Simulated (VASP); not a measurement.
# Pt (Fm-3m) in VASP: a series of runs, part 2 of 2

VASP 6.6.1.

## (3) Single point, PBE

Contents of INCAR:

```
PREC     = Accurate       # precision mode
ENCUT    = 520            # plane-wave cutoff, eV
EDIFF    = 1E-6           # SCF threshold, eV
ISMEAR   = 0              # smearing method
SIGMA    = 0.15           # smearing width, eV
LREAL    = F              # projectors in reciprocal space
LASPH    = T              # aspherical terms in the spheres
NELM     = 100            # most SCF steps
ALGO     = Normal         # electronic algorithm
ISIF     = 2              # what is computed and relaxed
LWAVE    = F              # write WAVECAR
LCHARG   = T              # write CHGCAR
GGA      = PE             # functional
LELF     = T              # ELF
LVHAR    = T            
NBANDS   = 11             # bands
```

Contents of KPOINTS:

```
regular mesh
0
Gamma
  24 24 24
```

Contents of POSCAR:

```
Pt
1.0
    0.0000000000      1.9579000000      1.9579000000
    1.9579000000      0.0000000000      1.9579000000
    1.9579000000      1.9579000000      0.0000000000
Pt
1
Direct
    0.0000000000      0.0000000000      0.0000000000
```

Potentials or basis: VASP PAW PBE potentials, release 64 (Pt).

Started as:

```sh
> cat potpaw_PBE.64/Pt/POTCAR > POTCAR
> mpirun -np 1 vasp_std > vasp.out
```

OUTCAR:

```text
PREC = Accurate
   ENCUT = 520
   EDIFF = 1E-6
   ISMEAR = 0
   LREAL = F
   LASPH = T
   NELM = 100
   ISIF = 2
   GGA = PE

 ion  position               nearest neighbor table
   1  0.000  0.000  0.000-

  LATTYP: Found a face centered cubic cell.
 ALAT       =     3.9158000000

  Lattice vectors:

 A1 = (   0.0000000000,   1.9579000000,   1.9579000000)
 A2 = (   1.9579000000,   0.0000000000,   1.9579000000)
 A3 = (   1.9579000000,   1.9579000000,   0.0000000000)

Analysis of symmetry for initial positions (statically):
=====================================================================
 Subroutine PRICEL returns:
 Original cell was already a primitive cell.

 Routine SETGRP: Setting up the symmetry group for a
 face centered cubic supercell.

 Subroutine GETGRP returns: Found 48 space group operations
 (whereof 48 operations were pure point group operations)
 out of a pool of 48 trial point group operations.

The static configuration has the point symmetry O_h .

Analysis of symmetry for dynamics (positions and initial velocities):
=====================================================================
 Subroutine PRICEL returns:
 Original cell was already a primitive cell.

 Routine SETGRP: Setting up the symmetry group for a
 face centered cubic supercell.

 Subroutine GETGRP returns: Found 48 space group operations
 (whereof 48 operations were pure point group operations)
 out of a pool of 48 trial point group operations.

The dynamic configuration has the point symmetry O_h .

 Subroutine INISYM returns: Found 48 space group operations
 (whereof 48 operations are pure point group operations),
 and found     1 'primitive' translations

----------------------------------------------------------------------------------------

                                     Primitive cell

  volume of cell :      15.0107

  direct lattice vectors                    reciprocal lattice vectors
     0.000000000  1.957900000  1.957900000    -0.255375658  0.255375658  0.255375658
     1.957900000  0.000000000  1.957900000     0.255375658 -0.255375658  0.255375658
     1.957900000  1.957900000  0.000000000     0.255375658  0.255375658 -0.255375658

  length of vectors
     2.768888734  2.768888734  2.768888734     0.442323614  0.442323614  0.442323614

  position of ions in fractional coordinates (direct lattice)
     0.000000000  0.000000000  0.000000000

  ion indices of the primitive-cell ions
   primitive index   ion index
                 1           1

----------------------------------------------------------------------------------------

 KPOINTS: regular mesh

Automatic generation of k-mesh.
 Grid dimensions read from file:
 generate k-points for:   24   24   24

 Generating k-lattice:

  Cartesian coordinates                     Fractional coordinates (reciprocal lattice)
    -0.010640652  0.010640652  0.010640652     0.041666667  0.000000000  0.000000000
     0.010640652 -0.010640652  0.010640652     0.000000000  0.041666667  0.000000000
     0.010640652  0.010640652 -0.010640652     0.000000000  0.000000000  0.041666667

  Length of vectors
     0.018430151  0.018430151  0.018430151

  Shift w.r.t. Gamma in fractional coordinates (k-lattice)
     0.000000000  0.000000000  0.000000000

 Subroutine IBZKPT returns following result:
 ===========================================

 Found    413 irreducible k-points:

 Following reciprocal coordinates:
            Coordinates               Weight
  0.000000  0.000000  0.000000      1.000000
  0.041667  0.000000  0.000000      8.000000
  0.083333  0.000000  0.000000      8.000000
  0.125000  0.000000  0.000000      8.000000
  0.166667  0.000000  0.000000      8.000000
  0.208333  0.000000  0.000000      8.000000
[... 16 lines left out ...]
  0.416667  0.041667  0.000000     24.000000
  0.458333  0.041667  0.000000     24.000000
 [... further k-points ...]
   k-points           NKPTS =    413   k-points in BZ     NKDIM =    413   number of bands    NBANDS=     11
   number of dos      NEDOS =    301   number of ions     NIONS =      1
   total plane-waves  NPLWV =  13824
   dimension x,y,z NGX =    24 NGY =   24 NGZ =   24
   dimension x,y,z NGXF=    48 NGYF=   48 NGZF=   48
   ions per type =               1
   NGX,Y,Z   is equivalent  to a cutoff of  14.41, 14.41, 14.41 a.u.
   NGXF,Y,Z  is equivalent  to a cutoff of  28.82, 28.82, 28.82 a.u.
 SYSTEM =  unknown system
   PREC   = accura    normal or accurate (medium, high low for compatibility)
   ISTART =      0    job   : 0-new  1-cont  2-samecut
   ICHARG =      2    charge: 1-file 2-atom 10-const
   ISPIN  =      1    spin polarized calculation?
   LNONCOLLINEAR =      F non collinear calculations
   LSORBIT =      F    spin-orbit coupling
   LASPH  =      T    aspherical Exc in radial PAW
   ENCUT  =  520.0 eV  38.22 Ry    6.18 a.u.   5.15  5.15  5.15*2*pi/ulx,y,z
   NELM   =    100;   NELMIN=  2; NELMDL= -5     # of ELM steps
   EDIFF  = 0.1E-05   stopping-criterion for ELM
   LREAL  =      F    real-space projection
   EDIFFG = 0.1E-04   stopping-criterion for IOM
   NSW    =      0    number of steps for IOM
   IBRION =     -1    ionic relax: 0-MD 1-quasi-New 2-CG
   NFREE  =      0    steps in history (QN), initial steepest desc. (CG)
   ISIF   =      2    stress and relaxation
   ISYM   =      2    0-nonsym 1-usesym 2-fastsym
   POTIM  = 0.5000    time-step for ionic-motion
   TEBEG  =    0.0;   TEEND  =   0.0 temperature during run
   PSTRESS=    0.0 pullay stress
   NELECT =      10.0000    total number of electrons
   NUPDOWN=      -1.0000    fix difference up-down
   EMIN   =  10.00;   EMAX   =-10.00  energy-range for DOS
   EFERMI =   0.00;   METHOD = LEGACY
   ISMEAR =     0;   SIGMA  =   0.15  broadening in eV -4-tet -1-fermi 0-gaus
   EFERMI_NEDOS =   21; number of points for ismear=-14 and -15
   IALGO  =     38    algorithm
   IMIX   =      4    mixing-type and parameters
     AMIX     =   0.40;   BMIX     =  1.00
     AMIX_MAG =   1.60;   BMIX_MAG =  1.00
  volume/ion in A,a.u.               =      15.01       101.30
  Fermi-wavevector in a.u.,A,eV,Ry     =   1.429797  2.701924 27.814648  2.044319
  Thomas-Fermi vector in A             =   2.549712
   LORBIT       =      0    0 simple, 1 ext, 2 COOP (PROOUT), +10 PAW based schemes
   GGA     = PE    functional components
   LHFCALC =     F    Hartree Fock is set to
   AEXX    =    0.0000 exact exchange contribution
   IVDW    =     0    specifies the selected vdW correction
   LEPSILON=     F    determine dielectric tensor
   LRPA    =     F    only Hartree local field effects (RPA)
 non-spin polarized calculation
 Gauss-broadening in eV      SIGMA  =   0.15
  energy-cutoff  :      520.00
  volume of cell :       15.01
 maximum number of plane-waves:       419
 NGX is ok and might be reduce to    24
   NGX = 11   NGY = 11   NGZ = 11

 number of electron      10.0000000 magnetization

 number of electron       9.9999999 magnetization

 Free energy of the ion-electron system (eV)
  ---------------------------------------------------
  ext. energy  EPLUGINS =         0.00000000
  ---------------------------------------------------
  free energy    TOTEN  =        -6.08897935 eV

  energy without entropy =       -6.06725171  energy(sigma->0) =       -6.07811553

 E-fermi :  11.3507     XC(G=0): -13.5188

 val. band max:       11.3493361152   @ k =   0.4167   0.3750   0.0000
 cond. band min:      11.3511140334   @ k =  -0.4583   0.1667   0.0417
 fundamental gap:      0.0017779182
 Fermi energy:        11.3507283722

 k-point     1 :       0.0000    0.0000    0.0000
  band No.  band energies     occupation
      1       1.0860      2.00000
      2       7.5382      2.00000
      3       7.5382      2.00000
      4       7.5382      2.00000
      5       9.7104      2.00000
      6       9.7104      2.00000
      7      25.9815      0.00000
      8      30.9750      0.00000
      9      30.9750      0.00000
     10      30.9750      0.00000
     11      36.3365      0.00000

 k-point     2 :       0.0417    0.0000    0.0000
  band No.  band energies     occupation
      1       1.1566      2.00000
      2       7.5058      2.00000
      3       7.5668      2.00000
      4       7.5668      2.00000
      5       9.6938      2.00000
      6       9.6938      2.00000
      7      26.0931      0.00000
      8      30.5773      0.00000
      9      31.0841      0.00000
     10      31.0841      0.00000
     11      36.7829      0.00000
[... 295 lines left out ...]
 k-point    24 :       0.4583    0.0417    0.0000
  band No.  band energies     occupation
      1       4.0382      2.00000
      2       7.4519      2.00000
      3       7.5599      2.00000
      4       9.8980      2.00000
      5      11.3551      0.96722
      6      11.6334      0.00771
      7      17.9731      0.00000
      8      25.7912      0.00000
      9      30.3808      0.00000
     10      30.6801      0.00000
     11      39.1725      0.00000

 [... further k-points ...]
[... 5 lines left out ...]
  --------------------------------------------------------------------------------------
  -------------------------------------------------------------------------------------
  Total        1.0324489      1.0324489      1.0324489      0.0000000      0.0000000      0.0000000
  in kB      110.1989935    110.1989935    110.1989935      0.0000000      0.0000000      0.0000000
  external PRESSURE =     110.1989935 kB  Pullay stress =       0.0000000 kB

 VOLUME and BASIS-vectors are now :
 -----------------------------------------------------------------------------
  energy-cutoff  :      520.00
  volume of cell :       15.01
      direct lattice vectors                 reciprocal lattice vectors
     0.000000000  1.957900000  1.957900000    -0.255375658  0.255375658  0.255375658
     1.957900000  0.000000000  1.957900000     0.255375658 -0.255375658  0.255375658
     1.957900000  1.957900000  0.000000000     0.255375658  0.255375658 -0.255375658

 POSITION                                       TOTAL-FORCE (eV/Angst)
 -----------------------------------------------------------------------------------
      0.00000      0.00000      0.00000         0.000000      0.000000      0.000000
 -----------------------------------------------------------------------------------
    total drift:                               -0.000000      0.000000     -0.000000

  FREE ENERGIE OF THE ION-ELECTRON SYSTEM (eV)
  ---------------------------------------------------
  free  energy   TOTEN  =        -6.0889793508 eV

  energy  without entropy=       -6.0672517118  energy(sigma->0) =       -6.07811553
```

It took 22 s on 1 thread of Intel Xeon 6975P-C (Granite Rapids), shared host; peak memory 0.19 GiB.

What came out:

```yaml
Free_energy: -6.0890 eV
Pressure: 11.0 GPa
Band_gap_on_the_k_mesh: zero (band 5 reaches 11.86 eV, above the bottom of band 6 at 9.60 eV)
```

Levels at points of the mesh, in eV from the Fermi level:
| k point | band 3 | band 4 | band 5 | band 6 | band 7 | band 8 |
| --- | --- | --- | --- | --- | --- | --- |
| (0.00, 0.00, 0.00) | -3.81 | -3.81 | -1.64 | -1.64 | 14.63 | 19.62 |
| (0.50, 0.00, 0.00) | -3.88 | -0.49 | 0.05 | 0.05 | 5.88 | 14.20 |
| (0.50, 0.50, 0.00) | 0.01 | 0.50 | 0.50 | 1.78 | 8.94 | 11.42 |

Caveat: spin-orbit coupling is left out, which moves the levels of the heavy elements.
